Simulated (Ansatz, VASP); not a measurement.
# Two plane-wave programs on Ba

```
CELL_PARAMETERS angstrom
3.55328 -2.50048 0.00000
3.55328 2.50048 0.00000
0.00000 0.00000 7.11354
ATOMIC_POSITIONS crystal
Ba 0.74982 0.25018 0.25000
Ba 0.25018 0.74982 0.75000
```

Alike in both runs: functional PBE; k mesh 10 × 10 × 6; occupations gaussian, width 0.1 eV; no spin polarisation.

Ansatz relaxed the structure, and its values are those at the end. VASP's run is a single point on that final structure, the one shown.

```csv
,VASP,Ansatz
version,VASP 6.6.1,Ansatz 0.2.0
potentials or method,"VASP PAW PBE potentials, release 64 (Ba_sv), cutoff 520 eV","scalar-relativistic, plane waves, PAW"
valence electrons in the cell,20,20
```

Ansatz gave:

```
gap on the k mesh at the Fermi level (eV) : none
pressure (GPa)                            : 0.0
```

Estimate VASP's values.

gap on the k mesh at the Fermi level (eV): none; pressure (GPa): 0.1.

A gap of «none» marks a metal or a gap that the smearing closes.

Neither program's run includes spin-orbit coupling.
